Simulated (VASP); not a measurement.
# Ta7Mo9 in VASP: further runs

Runs on Ta7Mo9. Level: PBE. Tasks: single point.

All numbers are computed with VASP 6.6.1; they aren't measurements. Logs are shortened: lines on timing, memory, paths and dates and some standing lists are left out, and cuts for length are marked.

### Step 1. The cell of the first run

The cell holds a disordered packing, 16 atoms: a = 6.439 Å, b = 6.551 Å, c = 6.304 Å, α = 85.87°, β = 93.33°, γ = 88.73°.

### Step 2. Single point, PBE

INCAR reads:

```
SYSTEM = Ta7Mo9
  PREC = Accurate
  ENCUT = 400
  EDIFF = 1E-6
  ISMEAR = -1
  SIGMA = 0.3835
  LREAL = Auto
  LASPH = .TRUE.
  NELM = 120
  ALGO = Normal
  ISIF = 2
  LWAVE = .FALSE.
  LCHARG = .TRUE.
  GGA = PE
  LELF = .TRUE.
  LVHAR = .TRUE.
  NBANDS = 116
  ISYM = -1
  GGA_COMPAT = .FALSE.
```

KPOINTS reads:

```
explicit points
1
Reciprocal
  0.25000000   0.25000000   0.25000000 1
```

POSCAR reads:

```
Ta7Mo9
1.0
    6.4357620000      0.0753480000     -0.1865720000
    0.0753480000      6.5467160000      0.2328530000
   -0.1865720000      0.2328530000      6.2967750000
Mo Ta
9 7
Direct
    0.5029274979      0.8453131958      0.6565687158
    0.7609820485      0.5762197616      0.8537420255
    0.5257163745      0.7750428503      0.2219593209
    0.5129200060      0.2645898371      0.1326372586
    1.0398342045      0.7310293941      0.1349080378
    0.2557759932      0.9536215925      0.9932835443
    1.0413273206      0.2400249835      0.2025770308
    0.2981413321      0.5351068639      0.9375141380
    0.1983906110      1.0058545949      0.4359544168
    0.9913201415      0.2628564623      0.7834359121
    1.0318245893      0.7606591230      0.6690694552
    0.5072249969      0.2478096865      0.6904268857
    0.2485684887      0.5213995404      0.4617683612
    0.7663244618      0.4775233649      0.4432888168
    0.7687622646      1.0289648078      0.4373829414
    0.7298394042     -0.0105388889      0.9512446624
```

Potentials or basis: VASP PAW PBE potentials, release 64 (Mo_sv, Ta_pv).

Run with:

```bash
cat potpaw_PBE.64/Mo_sv/POTCAR potpaw_PBE.64/Ta_pv/POTCAR > POTCAR
mpirun -np 1 vasp_std > vasp.out
```

OUTCAR:

```text
SYSTEM = Ta7Mo9
   PREC = Accurate
   ENCUT = 400
   EDIFF = 1E-6
   ISMEAR = -1
   LREAL = Auto
   LASPH = .TRUE.
   NELM = 120
   ISIF = 2
   GGA = PE
   ISYM = -1

 ion  position               nearest neighbor table
   1  0.503  0.845  0.657-   9 2.50  15 2.53  16 2.54   2 2.59  12 2.66   3 2.82   6 2.85   8 2.98
                            13 3.00  11 3.10  14 3.32  11 3.43
   2  0.761  0.576  0.854-  11 2.45  10 2.59   1 2.59   5 2.71  14 2.71  16 2.82  12 2.94   8 3.07
                             4 3.12   3 3.18   7 3.41   8 3.47
   3  0.526  0.775  0.222-   6 2.42  16 2.57  15 2.69  14 2.71   1 2.82   8 2.83  13 2.88   9 3.01
                             5 3.17   2 3.18   4 3.21   5 3.40   4 3.43
   4  0.513  0.265  0.133-   8 2.44  16 2.62  12 2.80  15 2.81   6 2.81  14 2.93   7 3.10   2 3.12
                             3 3.21   9 3.28  13 3.29   7 3.40   3 3.43  12 3.51
   5  0.040  0.731  0.135-   6 2.21   8 2.52  13 2.67   2 2.71  16 2.74   9 2.87  11 2.93  14 3.11
                             3 3.17   7 3.21  15 3.36  11 3.39   7 3.39   3 3.40
   6  0.256  0.954  0.993-   5 2.21   3 2.42   7 2.76   8 2.80   4 2.81  10 2.82  11 2.82   1 2.85
                             9 2.88  16 3.09  12 3.15  16 3.38
   7  0.041  0.240  0.203-   9 2.23  10 2.64  15 2.70   6 2.76  13 2.85  14 2.90   8 3.04  16 3.06
                             4 3.10   5 3.21   5 3.39   4 3.40   2 3.41
   8  0.298  0.535  0.938-   4 2.44   5 2.52  11 2.68   6 2.80   3 2.83  10 2.87  12 2.89   1 2.98
                            13 3.01   7 3.04   2 3.07  13 3.33   2 3.47
   9  0.198  0.006  0.436-   7 2.23  11 2.41   1 2.50  15 2.77   5 2.87   6 2.88   3 3.01  12 3.03
                            13 3.17  10 3.19   4 3.28  13 3.41
  10  0.991  0.263  0.783-   2 2.59   7 2.64  16 2.69  14 2.79   6 2.82   8 2.87  15 3.06  13 3.12
                            12 3.14   9 3.19  11 3.31  12 3.41  11 3.43
  11  0.032  0.761  0.669-   9 2.41   2 2.45  13 2.55   8 2.68  15 2.70   6 2.82   5 2.93  14 2.94
                             1 3.10  16 3.14  10 3.31   5 3.39  10 3.43   1 3.43
  12  0.507  0.248  0.690-  16 2.62   1 2.66  13 2.70  14 2.75   4 2.80  15 2.82   8 2.89   2 2.94
                             9 3.03  10 3.14   6 3.15  10 3.41   4 3.51
  13  0.249  0.521  0.462-  11 2.55   5 2.67  12 2.70   7 2.85   3 2.88   1 3.00   8 3.01  14 3.12
                            10 3.12   9 3.17   4 3.29   8 3.33  14 3.35   9 3.41
  14  0.766  0.478  0.443-   2 2.71   3 2.71  12 2.75  10 2.79   7 2.90   4 2.93  11 2.94  15 2.94
                             5 3.11  13 3.12   1 3.32  13 3.35
  15  0.769  0.029  0.437-   1 2.53   3 2.69   7 2.70  11 2.70   9 2.77   4 2.81  12 2.82  14 2.94
                            10 3.06  16 3.09  16 3.26   5 3.36
  16  0.730  0.989  0.951-   1 2.54   3 2.57  12 2.62   4 2.62  10 2.69   5 2.74   2 2.82   7 3.06
                            15 3.09   6 3.09  11 3.14  15 3.26   6 3.38

IMPORTANT INFORMATION: All symmetrisations will be switched off!
NOSYMM: (Re-)initialisation of all symmetry stuff for point group C_1.

----------------------------------------------------------------------------------------

                                     Primitive cell

  volume of cell :     264.6836

  direct lattice vectors                    reciprocal lattice vectors
     6.435762000  0.075348000 -0.186572000     0.155540365 -0.001956651  0.004680982
     0.075348000  6.546716000  0.232853000    -0.001956651  0.152974127 -0.005714916
    -0.186572000  0.232853000  6.296775000     0.004680982 -0.005714916  0.159161488

  length of vectors
     6.438906658  6.551289051  6.303840499     0.155623087  0.153093345  0.159332831

  position of ions in fractional coordinates (direct lattice)
     0.502927498  0.845313196  0.656568716
     0.760982048  0.576219762  0.853742025
     0.525716374  0.775042850  0.221959321
     0.512920006  0.264589837  0.132637259
     0.039834204  0.731029394  0.134908038
     0.255775993  0.953621592  0.993283544
[... 8 lines left out ...]
     0.768762265  0.028964808  0.437382941
     0.729839404  0.989461111  0.951244662

  ion indices of the primitive-cell ions
   primitive index   ion index
                 1           1
                 2           2
                 3           3
                 4           4
                 5           5
                 6           6
[... 8 lines left out ...]
                15          15
                16          16

----------------------------------------------------------------------------------------

 KPOINTS: explicit points

Read explicit list of k-points.

 Found      1 k-points:

 Following reciprocal coordinates:
            Coordinates               Weight
  0.250000  0.250000  0.250000      1.000000
   k-points           NKPTS =      1   k-points in BZ     NKDIM =      1   number of bands    NBANDS=    116
   number of dos      NEDOS =    301   number of ions     NIONS =     16
   total plane-waves  NPLWV =  84672
   dimension x,y,z NGX =    42 NGY =   48 NGZ =   42
   dimension x,y,z NGXF=    84 NGYF=   96 NGZF=   84
   ions per type =               9   7
   NGX,Y,Z   is equivalent  to a cutoff of  10.84, 12.18, 11.08 a.u.
   NGXF,Y,Z  is equivalent  to a cutoff of  21.69, 24.36, 22.15 a.u.
 SYSTEM =  Ta7Mo9
   PREC   = accura    normal or accurate (medium, high low for compatibility)
   ISTART =      0    job   : 0-new  1-cont  2-samecut
   ICHARG =      2    charge: 1-file 2-atom 10-const
   ISPIN  =      1    spin polarized calculation?
   LNONCOLLINEAR =      F non collinear calculations
   LSORBIT =      F    spin-orbit coupling
   LASPH  =      T    aspherical Exc in radial PAW
   ENCUT  =  400.0 eV  29.40 Ry    5.42 a.u.  10.50 10.68 10.28*2*pi/ulx,y,z
   NELM   =    120;   NELMIN=  2; NELMDL= -5     # of ELM steps
   EDIFF  = 0.1E-05   stopping-criterion for ELM
   LREAL  =      T    real-space projection
   EDIFFG = 0.1E-04   stopping-criterion for IOM
   NSW    =      0    number of steps for IOM
   IBRION =     -1    ionic relax: 0-MD 1-quasi-New 2-CG
   NFREE  =      0    steps in history (QN), initial steepest desc. (CG)
   ISIF   =      2    stress and relaxation
   ISYM   =     -1    0-nonsym 1-usesym 2-fastsym
   POTIM  = 0.5000    time-step for ionic-motion
   TEBEG  =    0.0;   TEEND  =   0.0 temperature during run
   PSTRESS=    0.0 pullay stress
   NELECT =     203.0000    total number of electrons
   NUPDOWN=      -1.0000    fix difference up-down
   EMIN   =  10.00;   EMAX   =-10.00  energy-range for DOS
   EFERMI =   0.00;   METHOD = LEGACY
   ISMEAR =    -1;   SIGMA  =   0.38  broadening in eV -4-tet -1-fermi 0-gaus
   EFERMI_NEDOS =   21; number of points for ismear=-14 and -15
   IALGO  =     38    algorithm
   IMIX   =      4    mixing-type and parameters
     AMIX     =   0.40;   BMIX     =  1.00
     AMIX_MAG =   1.60;   BMIX_MAG =  1.00
  volume/ion in A,a.u.               =      16.54       111.64
  Fermi-wavevector in a.u.,A,eV,Ry     =   1.498527  2.831805 30.553007  2.245583
  Thomas-Fermi vector in A             =   2.610274
   LORBIT       =      0    0 simple, 1 ext, 2 COOP (PROOUT), +10 PAW based schemes
   GGA     = PE    functional components
   LHFCALC =     F    Hartree Fock is set to
   AEXX    =    0.0000 exact exchange contribution
   IVDW    =     0    specifies the selected vdW correction
   LEPSILON=     F    determine dielectric tensor
   LRPA    =     F    only Hartree local field effects (RPA)
 non-spin polarized calculation
  energy-cutoff  :      400.00
  volume of cell :      264.68
 maximum number of plane-waves:      4808
 NGX is ok and might be reduce to    42
   NGX = 21   NGY = 21   NGZ = 21

 number of electron     202.9999998 magnetization

 Free energy of the ion-electron system (eV)
  ---------------------------------------------------
  ext. energy  EPLUGINS =         0.00000000
  ---------------------------------------------------
  free energy    TOTEN  =      -174.88022608 eV

  energy without entropy =     -167.44501876  energy(sigma->0) =     -171.16262242

 E-fermi :   9.3616     XC(G=0): -12.9786

 val. band max:        9.2407080957   @ k =   0.2500   0.2500   0.2500
 cond. band min:       9.4315644512   @ k =   0.2500   0.2500   0.2500
 fundamental gap:      0.1908563554
 Fermi energy:         9.3616424514

 k-point     1 :       0.2500    0.2500    0.2500
  band No.  band energies     occupation
      1     -51.5459      2.00000
      2     -51.4580      2.00000
      3     -51.2820      2.00000
      4     -51.2002      2.00000
      5     -51.1504      2.00000
      6     -51.1023      2.00000
[... 105 lines left out ...]
    112      10.7811      0.04819
    113      10.8666      0.03875
 [bands above 113 left out]

------------------------ aborting loop because EDIFF is reached ----------------------------------------

  FORCE on cell =-STRESS in cart. coord.  units (eV):
  Direction    XX          YY          ZZ          XY          YZ          ZX
  --------------------------------------------------------------------------------------
  -------------------------------------------------------------------------------------
  Total       31.6646601     42.0818099     39.2121793     -0.7415966    -11.8276310      4.7153327
  in kB      191.6719010    254.7287878    237.3583961     -4.4890182    -71.5947846     28.5427595
  external PRESSURE =     227.9196950 kB  Pullay stress =       0.0000000 kB

 VOLUME and BASIS-vectors are now :
 -----------------------------------------------------------------------------
  energy-cutoff  :      400.00
  volume of cell :      264.68
      direct lattice vectors                 reciprocal lattice vectors
     6.435762000  0.075348000 -0.186572000     0.155540365 -0.001956651  0.004680982
     0.075348000  6.546716000  0.232853000    -0.001956651  0.152974127 -0.005714916
    -0.186572000  0.232853000  6.296775000     0.004680982 -0.005714916  0.159161488

 POSITION                                       TOTAL-FORCE (eV/Angst)
 -----------------------------------------------------------------------------------
      3.17792      5.72480      4.23727        -0.942818     -3.503393     -0.137453
      4.78163      4.02848      5.36802        -2.303095     -2.203875      3.159660
      3.40037      5.16528      1.48002        -0.180645     -2.676000     -0.362199
      3.29622      1.80173      0.80110         0.291675      0.959496      2.647902
      0.28627      4.82026      1.01228        -4.106718     -1.980909      4.358021
      1.53265      6.49365      6.42882         1.886703      4.607170     -2.703821
[... 8 lines left out ...]
      4.86815      0.34939      2.61742        -0.064322      0.773790     -1.504389
      4.59415      6.75421      6.08400         1.918814     -0.191990      1.402941
 -----------------------------------------------------------------------------------
    total drift:                                0.002170     -0.000704     -0.004573

  FREE ENERGIE OF THE ION-ELECTRON SYSTEM (eV)
  ---------------------------------------------------
  free  energy   TOTEN  =      -174.8802260763 eV

  energy  without entropy=     -167.4450187575  energy(sigma->0) =     -171.16262242
```

Wall time 4.2 min (1 thread of AMD EPYC 7R13, shared host); peak memory 0.25 GiB.

What came out:

```yaml
Free_energy: -174.8802 eV
Pressure: 22.8 GPa
Largest_force: 6.307 eV/Å
Band_gap_on_the_k_mesh: zero (an odd number of electrons rules out a gap without spin polarisation)
```

Forces in eV/Å, atoms in the order of the input:
```
Mo  -0.943 -3.503 -0.137
Mo  -2.303 -2.204  3.160
Mo  -0.181 -2.676 -0.362
Mo   0.292  0.959  2.648
Mo  -4.107 -1.981  4.358
Mo   1.887  4.607 -2.704
Mo  -2.069  2.655 -1.830
Mo   0.344 -0.907 -0.912
Mo   3.772  0.786  0.744
Ta   1.728  0.029 -2.455
Ta  -1.768  1.156  0.704
Ta  -0.629  1.066 -0.371
Ta   2.260 -2.008 -1.289
Ta  -0.137  1.439 -1.452
Ta  -0.064  0.774 -1.504
Ta   1.919 -0.192  1.403
```

Caveat: the atoms stand as in a frame of molecular dynamics; so wide a smearing shifts energies and pressures; spin-orbit coupling is left out, which moves the levels of the heavy elements.

(Part 1 of 3 ends here.)

The gap in the log of VASP goes by the Fermi energy; the results here count the filled bands.